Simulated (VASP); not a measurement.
# ZnO (P4_2/mnm) in VASP: a series of runs, part 2 of 2

VASP 6.6.1.

## (3) Single point, PBE

Contents of INCAR:

```
SYSTEM = ZnO
PREC     = Accurate       ! precision mode
ENCUT    = 520            ! plane-wave cutoff, eV
EDIFF    = 1E-6           ! SCF threshold, eV
ISMEAR   = 0              ! smearing method
SIGMA    = 0.02           ! smearing width, eV
LREAL    = .False.        ! projectors in reciprocal space
LASPH    = .True.         ! aspherical terms in the spheres
NELM     = 80             ! most SCF steps
ALGO     = Normal         ! electronic algorithm
ISIF     = 2              ! what is computed and relaxed
LWAVE    = .False.        ! write WAVECAR
LCHARG   = .False.        ! write CHGCAR
GGA      = PE             ! functional
NBANDS   = 46             ! bands
```

Contents of KPOINTS:

```
regular mesh
0
Gamma
  4 4 6
  0 0 0
```

Contents of POSCAR:

```
ZnO
1.0
    5.6082864050      0.0000000000      0.0000000000
    0.0000000000      5.6082864050      0.0000000000
    0.0000000000      0.0000000000      3.2789067894
Zn O
4 4
Direct
    0.1816889920      0.1816889920      0.5000000000
    0.8183110080      0.8183110080      0.5000000000
    0.6816889920      0.3183110080      0.0000000000
    0.3183110080      0.6816889920      0.0000000000
    0.8184131457      0.1815868543      0.5000000000
    0.1815868543      0.8184131457      0.5000000000
    0.6815868543      0.6815868543      0.0000000000
    0.3184131457      0.3184131457      0.0000000000
```

Potentials or basis: VASP PAW PBE potentials, release 64 (Zn, O).

Started as:

```bash
$ cat potpaw_PBE.64/Zn/POTCAR potpaw_PBE.64/O/POTCAR > POTCAR
$ mpirun -np 1 vasp_std > vasp.out
```

Run time: 45 s. Hardware: 1 thread of Intel Xeon 6975P-C (Granite Rapids), shared host; peak memory 0.24 GiB.

It converged, with:

```yaml
Free_energy: -35.5350 eV
Pressure: 0.8 GPa
Largest_force: 0.007 eV/Å
Band_gap_on_the_k_mesh: 0.74 eV
```

Forces on the atoms (eV/Å):
```
Zn  -0.005 -0.005  0.000
Zn   0.005  0.005  0.000
Zn  -0.005  0.005  0.000
Zn   0.005 -0.005  0.000
O    0.005 -0.005  0.000
O   -0.005  0.005  0.000
O   -0.005 -0.005  0.000
O    0.005  0.005  0.000
```

Stress tensor (GPa, compression positive):
```
0.75 0.00 0.00
0.00 0.75 0.00
0.00 0.00 1.01
```

Levels at points of the mesh, in eV from the valence-band top:
| k point | band 32 | band 33 | band 34 | band 35 | band 36 | band 37 | band 38 | band 39 | band 40 | band 41 |
| --- | --- | --- | --- | --- | --- | --- | --- | --- | --- | --- |
| (0.00, 0.00, 0.00) | -0.81 | -0.43 | -0.18 | -0.18 | 0.00 | 0.74 | 5.12 | 5.12 | 6.91 | 7.24 |
| (0.50, 0.00, 0.00) | -1.48 | -0.49 | -0.49 | -0.40 | -0.40 | 3.12 | 3.12 | 6.01 | 6.01 | 8.01 |
| (0.50, 0.50, 0.00) | -1.05 | -0.81 | -0.81 | -0.75 | -0.75 | 4.16 | 4.16 | 4.60 | 4.60 | 8.36 |
| (0.00, 0.00, 0.50) | -1.72 | -1.70 | -1.70 | -1.28 | -1.28 | 5.72 | 5.72 | 7.91 | 7.91 | 8.00 |
| (0.50, 0.00, 0.50) | -1.79 | -1.48 | -1.48 | -1.01 | -1.01 | 5.80 | 5.80 | 6.74 | 6.74 | 7.65 |
| (0.50, 0.50, 0.50) | -1.35 | -1.31 | -1.31 | -1.26 | -1.26 | 5.54 | 5.54 | 5.81 | 5.81 | 7.71 |

## (4) Relaxation of cell and atoms, PBE

This run uses another cell than the first one, of 12.40 Å³/atom.

Contents of INCAR:

```
SYSTEM = ZnO
PREC = Accurate ; ENCUT = 600
EDIFF = 1E-7 ; ISMEAR = 0
SIGMA = 0.02 ; LREAL = .False.
LASPH = .True. ; NELM = 80
ALGO = Normal ; ISIF = 3
LWAVE = .False. ; LCHARG = .False.
GGA = PE ; IBRION = 2
NSW = 80 ; EDIFFG = -0.01
```

Contents of KPOINTS:

```
Automatic mesh
0
Gamma
  2 2 4
  0 0 0
```

Contents of POSCAR:

```
ZnO
1.0
    5.5175700700      0.0000000000      0.0000000000
    0.0000000000      5.5175700700      0.0000000000
    0.0000000000      0.0000000000      3.2587787700
Zn O
4 4
Direct
    0.1819728400      0.1819728400      0.5000000000
    0.8180271600      0.8180271600      0.5000000000
    0.6819728400      0.3180271600      0.0000000000
    0.3180271600      0.6819728400      0.0000000000
    0.8172472300      0.1827527700      0.5000000000
    0.1827527700      0.8172472300      0.5000000000
    0.6827527700      0.6827527700      0.0000000000
    0.3172472300      0.3172472300      0.0000000000
```

Started as:

```bash
$ cat potpaw_PBE.64/Zn/POTCAR potpaw_PBE.64/O/POTCAR > POTCAR
$ mpirun -np 1 vasp_std > vasp.out
```

It took 2.2 min on 1 thread of Intel Xeon 6975P-C (Granite Rapids), shared host; peak memory 0.26 GiB.

The run converged. Its results:

```
Free energy                           : -35.4981 eV
Relaxed volume                        : 12.96 Å³/atom
Relaxed cell                          : a = 5.616 Å, b = 5.616 Å, c = 3.289 Å, α = 90.00°, β = 90.00°, γ = 90.00°
Space group after relaxing (to 0.1 Å) : P4_2/mnm (No. 136)
Energy gained by relaxing             : 9.7 meV/atom
Ionic steps                           : 9
Pressure after relaxing               : 0.0 GPa
Largest force after relaxing          : 0.008 eV/Å
Band gap on the k mesh                : 0.74 eV
```

Forces on the atoms (eV/Å):
```
Zn   0.005  0.005  0.000
Zn  -0.005 -0.005  0.000
Zn   0.005 -0.005  0.000
Zn  -0.005  0.005  0.000
O   -0.003  0.003  0.000
O    0.003 -0.003  0.000
O    0.003  0.003  0.000
O   -0.003 -0.003  0.000
```

Stress tensor (GPa, compression positive):
```
 0.06  0.00  0.00
 0.00  0.06  0.00
 0.00  0.00 -0.05
```

The path:
```csv
step,energy change (eV),largest force (eV/Å),pressure (GPa),volume (Å³)
1,0.0000,0.0288,5.89,99.21
2,-0.0563,0.0345,-2.61,105.90
3,-0.0760,0.0227,0.04,103.53
4,-0.0760,0.0232,-0.07,103.62
5,-0.0766,0.0352,-0.07,103.66
6,-0.0771,0.0549,-0.08,103.72
7,-0.0776,0.0347,-0.03,103.69
8,-0.0779,0.0076,0.12,103.63
9,-0.0780,0.0078,0.02,103.72
```

Final structure:
```xyz
8
Lattice="5.6156 0.0000 0.0000 0.0000 5.6156 0.0000 0.0000 0.0000 3.2891" Properties=species:S:1:pos:R:3 pbc="T T T"
Zn    1.0198    1.0198    1.6445
Zn    4.5958    4.5958    1.6445
Zn    3.8276    1.7880    0.0000
Zn    1.7880    3.8276    0.0000
O     4.5958    1.0198    1.6445
O     1.0198    4.5958    1.6445
O     3.8276    3.8276    0.0000
O     1.7880    1.7880    0.0000
```

Levels at points of the mesh, in eV from the valence-band top:
| k point | band 34 | band 35 | band 36 | band 37 | band 38 | band 39 |
| --- | --- | --- | --- | --- | --- | --- |
| (0.00, 0.00, 0.00) | -0.17 | -0.17 | 0.00 | 0.74 | 5.09 | 5.09 |
| (0.50, 0.00, 0.00) | -0.48 | -0.39 | -0.39 | 3.11 | 3.11 | 5.99 |
| (0.50, 0.50, 0.00) | -0.81 | -0.73 | -0.73 | 4.15 | 4.15 | 4.59 |
| (0.00, 0.00, 0.50) | -1.68 | -1.26 | -1.26 | 5.70 | 5.70 | 7.90 |
| (0.50, 0.00, 0.50) | -1.47 | -0.99 | -0.99 | 5.78 | 5.78 | 6.73 |
| (0.50, 0.50, 0.50) | -1.29 | -1.25 | -1.25 | 5.54 | 5.54 | 5.79 |

Caveat: the k points lie up to 0.56 Å⁻¹ apart in the final cell.

## (5) Single point, PBE

Contents of INCAR:

```
SYSTEM = ZnO
PREC = Accurate
ENCUT = 520
EDIFF = 1E-6
ISMEAR = 0
SIGMA = 0.02
LREAL = .False.
LASPH = .True.
NELM = 100
ALGO = Normal
ISIF = 2
LWAVE = .False.
LCHARG = .False.
GGA = PE
NBANDS = 46
```

Contents of KPOINTS:

```
regular mesh
0
Gamma
  4 4 8
  0 0 0
```

Contents of POSCAR:

```
ZnO
1.0
    5.6087846254      0.0000000000      0.0000000000
    0.0000000000      5.6087846254      0.0000000000
    0.0000000000      0.0000000000      3.2783869183
Zn O
4 4
Direct
    0.1816766155      0.1816766155      0.5000000000
    0.8183233845      0.8183233845      0.5000000000
    0.6816766155      0.3183233845      0.0000000000
    0.3183233845      0.6816766155      0.0000000000
    0.8184335159      0.1815664841      0.5000000000
    0.1815664841      0.8184335159      0.5000000000
    0.6815664841      0.6815664841      0.0000000000
    0.3184335159      0.3184335159      0.0000000000
```

Started as:

```bash
$ cat potpaw_PBE.64/Zn/POTCAR potpaw_PBE.64/O/POTCAR > POTCAR
$ mpirun -np 1 vasp_std > vasp.out
```

Wall time 56 s (1 thread of Intel Xeon 6975P-C (Granite Rapids), shared host); peak memory 0.26 GiB.

It converged, with:

```
Free energy            : -35.5365 eV
Pressure               : 0.8 GPa
Largest force          : 0.008 eV/Å
Band gap on the k mesh : 0.74 eV
```

Forces on the atoms (eV/Å):
```
Zn  -0.005 -0.005  0.000
Zn   0.005  0.005  0.000
Zn  -0.005  0.005  0.000
Zn   0.005 -0.005  0.000
O    0.005 -0.005  0.000
O   -0.005  0.005  0.000
O   -0.005 -0.005  0.000
O    0.005  0.005  0.000
```

Stress tensor (GPa, compression positive):
```
0.75 0.00 0.00
0.00 0.75 0.00
0.00 0.00 1.02
```

Levels at points of the mesh, in eV from the valence-band top:
| k point | band 34 | band 35 | band 36 | band 37 | band 38 | band 39 |
| --- | --- | --- | --- | --- | --- | --- |
| (0.00, 0.00, 0.00) | -0.18 | -0.18 | 0.00 | 0.74 | 5.12 | 5.12 |
| (0.50, 0.00, 0.00) | -0.49 | -0.40 | -0.40 | 3.12 | 3.12 | 6.01 |
| (0.50, 0.50, 0.00) | -0.81 | -0.75 | -0.75 | 4.16 | 4.16 | 4.60 |
| (0.00, 0.00, 0.50) | -1.70 | -1.28 | -1.28 | 5.72 | 5.72 | 7.91 |
| (0.50, 0.00, 0.50) | -1.48 | -1.01 | -1.01 | 5.80 | 5.80 | 6.74 |
| (0.50, 0.50, 0.50) | -1.31 | -1.26 | -1.26 | 5.54 | 5.54 | 5.81 |

## (6) Single point, LDA

This run uses another cell than the first one, of 11.85 Å³/atom.

Contents of INCAR:

```
SYSTEM = ZnO
  ALGO = Normal
  EDIFF = 1E-6
  ENCUT = 520
  ISIF = 2
  ISMEAR = 0
  LASPH = .True.
  LCHARG = .True.
  LELF = .True.
  LREAL = .False.
  LVHAR = .True.
  LWAVE = .False.
  NBANDS = 46
  NELM = 100
  PREC = Accurate
  SIGMA = 0.02
```

Contents of KPOINTS:

```
k-points
0
Gamma
  6 6 8
  0 0 0
```

Contents of POSCAR:

```
ZnO
1.0
    5.4399274625      0.0000000000      0.0000000000
    0.0000000000      5.4399274625      0.0000000000
    0.0000000000      0.0000000000      3.2037079916
Zn O
4 4
Direct
    0.1821704889      0.1821704889      0.5000000000
    0.8178295111      0.8178295111      0.5000000000
    0.6821704889      0.3178295111      0.0000000000
    0.3178295111      0.6821704889      0.0000000000
    0.8178998060      0.1821001940      0.5000000000
    0.1821001940      0.8178998060      0.5000000000
    0.6821001940      0.6821001940      0.0000000000
    0.3178998060      0.3178998060      0.0000000000
```

Potentials or basis: VASP PAW LDA potentials, release 64 (Zn, O).

Started as:

```bash
$ cat potpaw_LDA.64/Zn/POTCAR potpaw_LDA.64/O/POTCAR > POTCAR
$ mpirun -np 1 vasp_std > vasp.out
```

Run time: 71 s. Hardware: 1 thread of Intel Xeon 6975P-C (Granite Rapids), shared host; peak memory 0.27 GiB.

It converged, with:

```yaml
Free_energy: -42.0157 eV
Pressure: 1.2 GPa
Largest_force: 0.003 eV/Å
Band_gap_on_the_k_mesh: 0.79 eV
```

Forces on the atoms (eV/Å):
```
Zn   0.002  0.002  0.000
Zn  -0.002 -0.002  0.000
Zn   0.002 -0.002  0.000
Zn  -0.002  0.002  0.000
O   -0.001  0.001  0.000
O    0.001 -0.001  0.000
O    0.001  0.001  0.000
O   -0.001 -0.001  0.000
```

Stress tensor (GPa, compression positive):
```
1.12 0.00 0.00
0.00 1.12 0.00
0.00 0.00 1.42
```

Levels at points of the mesh, in eV from the valence-band top:
```csv
k point,band 33,band 34,band 35,band 36,band 37,band 38,band 39,band 40
"(0.00, 0.00, 0.00)",-0.53,-0.21,-0.21,0.00,0.79,5.34,5.34,6.82
"(0.50, 0.00, 0.00)",-0.54,-0.54,-0.46,-0.46,3.22,3.22,6.10,6.10
"(0.50, 0.50, 0.00)",-0.93,-0.93,-0.83,-0.83,4.30,4.30,4.60,4.60
"(0.00, 0.00, 0.50)",-1.95,-1.95,-1.42,-1.42,5.89,5.89,7.88,7.88
"(0.50, 0.00, 0.50)",-1.71,-1.71,-1.15,-1.15,5.96,5.96,6.67,6.67
"(0.50, 0.50, 0.50)",-1.49,-1.49,-1.45,-1.45,5.34,5.34,5.97,5.97
```

## (7) Overview

```tsv
task	level	potentials or basis	cell	k mesh	cutoff (eV)	gap on the mesh (eV)	pressure (GPa)	largest force (eV/Å)
single point	PBE	VASP PAW PBE potentials, release 64 (Zn, O)	a = 5.605, b = 5.605, c = 3.282 Å, 8 atoms, atomic positions A	4 × 4 × 4	520	0.74	0.9	0.01
single point	PBE	VASP PAW PBE potentials, release 64 (Zn, O)	a = 5.608, b = 5.608, c = 3.279 Å, 8 atoms, atomic positions A	4 × 4 × 6	520	0.74	0.8	0.01
relaxation of cell and atoms	PBE	VASP PAW PBE potentials, release 64 (Zn, O)	relaxed from a = 5.518, b = 5.518, c = 3.259 Å, 8 atoms, atomic positions B	2 × 2 × 4	600	0.74	0.0	0.01
single point	PBE	VASP PAW PBE potentials, release 64 (Zn, O)	a = 5.609, b = 5.609, c = 3.278 Å, 8 atoms, atomic positions A	4 × 4 × 8	520	0.74	0.8	0.01
single point	LDA	VASP PAW LDA potentials, release 64 (Zn, O)	a = 5.440, b = 5.440, c = 3.204 Å, 8 atoms, atomic positions A	6 × 6 × 8	520	0.79	1.2	-
```

Alike in all rows: no spin polarisation; smearing gaussian 0.02 eV.

Caveats: some runs use coarse meshes.

Absolute energies hang on the potentials; compare differences alone.
